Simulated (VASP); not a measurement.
# Ti (Fm-3m) in VASP: a series of runs

Runs on Ti. Level: PBE. Tasks: single point.

Program: VASP 6.6.1. These are calculated values, not measurements. Logs are shortened: lines on timing, memory, paths and dates and some standing lists are left out, and cuts for length are marked.

### Step 1. The cell of the first run

The structure is cubic, space group Fm-3m (No. 225). Conventional cell: a = 4.028 Å, b = 4.028 Å, c = 4.028 Å, α = 90.00°, β = 90.00°, γ = 90.00°. Within 3.8 Å of Ti (site symmetry m-3m) lie 12 Ti at 2.85 Å.

### Step 2. Single point, PBE, collinear spin, ferromagnetic start

Contents of INCAR:

```
ALGO = Normal ; EDIFF = 1E-7
ENCUT = 520 ; GGA = PE
ISIF = 2 ; ISMEAR = 0
ISPIN = 2 ; LASPH = T
LCHARG = F ; LMAXMIX = 4
LORBIT = 11 ; LREAL = F
LWAVE = F ; MAGMOM = 0.25
NBANDS = 16 ; NELM = 150
NUPDOWN = 0.25 ; PREC = Accurate
SIGMA = 0.15
```

Contents of KPOINTS:

```
k-points
0
Gamma
  20 20 20
```

Contents of POSCAR:

```
Ti
1.0
    0.0000000000      2.0140264001      2.0140264001
    2.0140264001      0.0000000000      2.0140264001
    2.0140264001      2.0140264001      0.0000000000
Ti
1
Direct
    0.0000000000      0.0000000000      0.0000000000
```

Potentials or basis: VASP PAW PBE potentials, release 64 (Ti_sv).

Command:

```
$ cat potpaw_PBE.64/Ti_sv/POTCAR > POTCAR
$ mpirun -np 1 vasp_std > vasp.out
```

OUTCAR:

```text
EDIFF = 1E-7
   ENCUT = 520
   GGA = PE
   ISIF = 2
   ISMEAR = 0
   ISPIN = 2
   LASPH = T
   LORBIT = 11
   LREAL = F
   NELM = 150
   NUPDOWN = 0.25
   PREC = Accurate

 ion  position               nearest neighbor table
   1  0.000  0.000  0.000-

  LATTYP: Found a face centered cubic cell.
 ALAT       =     4.0280528002

  Lattice vectors:

 A1 = (   0.0000000000,   2.0140264001,   2.0140264001)
 A2 = (   2.0140264001,   0.0000000000,   2.0140264001)
 A3 = (   2.0140264001,   2.0140264001,   0.0000000000)

Analysis of symmetry for initial positions (statically):
=====================================================================
 Subroutine PRICEL returns:
 Original cell was already a primitive cell.

 Routine SETGRP: Setting up the symmetry group for a
 face centered cubic supercell.

 Subroutine GETGRP returns: Found 48 space group operations
 (whereof 48 operations were pure point group operations)
 out of a pool of 48 trial point group operations.

The static configuration has the point symmetry O_h .

Analysis of symmetry for dynamics (positions and initial velocities):
=====================================================================
 Subroutine PRICEL returns:
 Original cell was already a primitive cell.

 Routine SETGRP: Setting up the symmetry group for a
 face centered cubic supercell.

 Subroutine GETGRP returns: Found 48 space group operations
 (whereof 48 operations were pure point group operations)
 out of a pool of 48 trial point group operations.

The dynamic configuration has the point symmetry O_h .

Analysis of structural, dynamic, and magnetic symmetry:
=====================================================================
 Subroutine PRICEL returns:
 Original cell was already a primitive cell.

 Routine SETGRP: Setting up the symmetry group for a
 face centered cubic supercell.

 Subroutine GETGRP returns: Found 48 space group operations
 (whereof 48 operations were pure point group operations)
 out of a pool of 48 trial point group operations.

The overall configuration has the point symmetry O_h .

 Subroutine INISYM returns: Found 48 space group operations
 (whereof 48 operations are pure point group operations),
 and found     1 'primitive' translations

----------------------------------------------------------------------------------------

                                     Primitive cell

  volume of cell :      16.3390

[... 102 lines left out ...]
   EFERMI_NEDOS =   21; number of points for ismear=-14 and -15
   IALGO  =     38    algorithm
   IMIX   =      4    mixing-type and parameters
     AMIX     =   0.40;   BMIX     =  1.00
     AMIX_MAG =   1.60;   BMIX_MAG =  1.00
  volume/ion in A,a.u.               =      16.34       110.26
  Fermi-wavevector in a.u.,A,eV,Ry     =   1.477044  2.791208 29.683271  2.181659
  Thomas-Fermi vector in A             =   2.591496
   LORBIT       =     11    0 simple, 1 ext, 2 COOP (PROOUT), +10 PAW based schemes
   GGA     = PE    functional components
   LHFCALC =     F    Hartree Fock is set to
   AEXX    =    0.0000 exact exchange contribution
   IVDW    =     0    specifies the selected vdW correction
   LEPSILON=     F    determine dielectric tensor
   LRPA    =     F    only Hartree local field effects (RPA)
 spin polarized calculation
 Gauss-broadening in eV      SIGMA  =   0.15
  energy-cutoff  :      520.00
  volume of cell :       16.34
 maximum number of plane-waves:       459
 NGX is ok and might be reduce to    24
   NGX = 11   NGY = 11   NGZ = 11

 number of electron      12.0000000 magnetization       0.2500000

 Free energy of the ion-electron system (eV)
  ---------------------------------------------------
  ext. energy  EPLUGINS =         0.00000000
  ---------------------------------------------------
  free energy    TOTEN  =        -7.75837933 eV

  energy without entropy =       -7.74026018  energy(sigma->0) =       -7.74931975

 E-fermi :   8.8325     XC(G=0): -11.7873

 val. band max:        8.9516185289   @ k =  -0.3500   0.2500   0.0500
 cond. band min:       8.8416172893   @ k =  -0.3000   0.1000   0.0000
 fundamental gap:     -0.1100012396
 Fermi energy:         8.9522346406

 spin component 1

 k-point     1 :       0.0000    0.0000    0.0000
  band No.  band energies     occupation
      1     -47.7921      1.00000
      2     -23.5736      1.00000
      3     -23.5736      1.00000
      4     -23.5736      1.00000
      5       2.5510      1.00000
      6       9.7042      0.00000
[... 435 lines left out ...]
      5       5.7195      1.00000
      6       8.8778      0.75846
[... 8 lines left out ...]
     15      31.8818      0.00000
     16      32.2785      0.00000

 [... further k-points ...]

 spin component 2

 k-point     1 :       0.0000    0.0000    0.0000
  band No.  band energies     occupation
      1     -47.6435      1.00000
      2     -23.4261      1.00000
      3     -23.4261      1.00000
      4     -23.4261      1.00000
      5       2.7476      1.00000
      6       9.8983      0.00000
[... 435 lines left out ...]
      5       5.9266      1.00000
      6       9.0669      0.01357
[... 8 lines left out ...]
     15      32.0431      0.00000
     16      32.4609      0.00000

 [... further k-points ...]

------------------------ aborting loop because EDIFF is reached ----------------------------------------

  FORCE on cell =-STRESS in cart. coord.  units (eV):
  Direction    XX          YY          ZZ          XY          YZ          ZX
  --------------------------------------------------------------------------------------
  -------------------------------------------------------------------------------------
  Total        0.7452939      0.7452939      0.7452939      0.0000000     -0.0000000      0.0000000
  in kB       73.0823814     73.0823814     73.0823814      0.0000000     -0.0000000      0.0000000
  external PRESSURE =      73.0823814 kB  Pullay stress =       0.0000000 kB

 VOLUME and BASIS-vectors are now :
 -----------------------------------------------------------------------------
  energy-cutoff  :      520.00
  volume of cell :       16.34
      direct lattice vectors                 reciprocal lattice vectors
     0.000000000  2.014026400  2.014026400    -0.248258911  0.248258911  0.248258911
     2.014026400  0.000000000  2.014026400     0.248258911 -0.248258911  0.248258911
     2.014026400  2.014026400  0.000000000     0.248258911  0.248258911 -0.248258911

 POSITION                                       TOTAL-FORCE (eV/Angst)
 -----------------------------------------------------------------------------------
      0.00000      0.00000      0.00000        -0.000000     -0.000000     -0.000000
 -----------------------------------------------------------------------------------
    total drift:                               -0.000000      0.000000      0.000000

  FREE ENERGIE OF THE ION-ELECTRON SYSTEM (eV)
  ---------------------------------------------------
  free  energy   TOTEN  =        -7.7583793285 eV

  energy  without entropy=       -7.7402601769  energy(sigma->0) =       -7.74931975

 total charge

# of ion       s       p       d       tot
------------------------------------------
    1        2.260   6.130   1.942  10.332

 magnetization (x)

# of ion       s       p       d       tot
------------------------------------------
    1        0.002   0.020   0.150   0.172
```

OSZICAR:

```text
N       E                     dE             d eps       ncg     rms          rms(c)
DAV:   1     0.892383671689E+02    0.89238E+02   -0.56693E+03 16544   0.866E+02
DAV:   2    -0.462194156501E+01   -0.93860E+02   -0.89582E+02 18328   0.249E+02
DAV:   3    -0.858441531765E+01   -0.39625E+01   -0.39390E+01 18944   0.516E+01
DAV:   4    -0.865954541188E+01   -0.75130E-01   -0.75104E-01 19864   0.662E+00
DAV:   5    -0.866099112178E+01   -0.14457E-02   -0.14457E-02 19408   0.805E-01    0.885E+00
DAV:   6    -0.775452386256E+01    0.90647E+00   -0.10136E+00 17184   0.155E+01    0.242E+00
DAV:   7    -0.774497256259E+01    0.95513E-02   -0.10603E-01 22024   0.327E+00    0.138E+00
DAV:   8    -0.775586519518E+01   -0.10893E-01   -0.42942E-02 16432   0.209E+00    0.518E-01
DAV:   9    -0.775827969975E+01   -0.24145E-02   -0.45846E-03 21224   0.619E-01    0.107E-01
DAV:  10    -0.775836681115E+01   -0.87111E-04   -0.27234E-04 19904   0.163E-01    0.568E-02
DAV:  11    -0.775838391677E+01   -0.17106E-04   -0.68435E-05 17368   0.637E-02    0.179E-02
DAV:  12    -0.775837961392E+01    0.43028E-05   -0.11137E-05 18344   0.302E-02    0.452E-03
DAV:  13    -0.775837894286E+01    0.67106E-06   -0.48795E-07 18760   0.672E-03    0.239E-03
DAV:  14    -0.775837923590E+01   -0.29304E-06   -0.34569E-07 22944   0.332E-03    0.443E-04
DAV:  15    -0.775837932848E+01   -0.92574E-07   -0.78522E-08 14024   0.147E-03
   1 F= -.77583793E+01 E0= -.77493198E+01  d E =-.181192E-01  mag=     0.2500
```

Wall time 1.9 min (1 thread of Intel Xeon 6975P-C, shared host); peak memory 0.22 GiB.

What came out:

```
Free energy                                           : -7.7584 eV
Pressure                                              : 7.3 GPa
Net moment                                            : 0.25 μB per cell
Site moments                                          : Ti +0.17 μB
Valence electrons inside the program's atomic spheres : Ti 10.33
```

Caveat: the total moment is fixed, so each spin has its own Fermi level.

### Step 3. Single point, PBE, collinear spin, ferromagnetic start

Contents of INCAR:

```
SYSTEM = Ti
ALGO     = Fast           ! electronic algorithm
EDIFF    = 1E-7           ! SCF threshold, eV
ENCUT    = 520            ! plane-wave cutoff, eV
GGA      = PE             ! functional
ISIF     = 2              ! what is computed and relaxed
ISMEAR   = 0              ! smearing method
ISPIN    = 2              ! spin polarisation
LASPH    = .TRUE.         ! aspherical terms in the spheres
LCHARG   = .FALSE.        ! write CHGCAR
LMAXMIX  = 4              ! l up to which the mixer works
LORBIT   = 11             ! projections on sites
LREAL    = .FALSE.        ! projectors in reciprocal space
LWAVE    = .FALSE.        ! write WAVECAR
MAGMOM   = 1              ! initial moments
NBANDS   = 16             ! bands
NELM     = 150            ! most SCF steps
NUPDOWN  = 1.0            ! fixed moment
PREC     = Accurate       ! precision mode
SIGMA    = 0.15           ! smearing width, eV
```

Contents of KPOINTS:

```
k-points
0
G
  20 20 20
  0 0 0
```

POSCAR is that of step 2.

Potentials or basis: VASP PAW PBE potentials, release 64 (Ti_sv).

Command:

```
$ cat potpaw_PBE.64/Ti_sv/POTCAR > POTCAR
$ mpirun -np 1 vasp_std > vasp.out
```

Wall time 2.4 min (1 thread of Intel Xeon 6975P-C, shared host); peak memory 0.23 GiB.

The run converged. Its results:

```yaml
Free_energy: -7.6337 eV
Pressure: 10.3 GPa
Net_moment: 1.00 μB per cell
Site_moments: Ti +0.69 μB
Valence_electrons_inside_the_program's_atomic_spheres: Ti 10.34
```

Caveat: the total moment is fixed, so each spin has its own Fermi level.
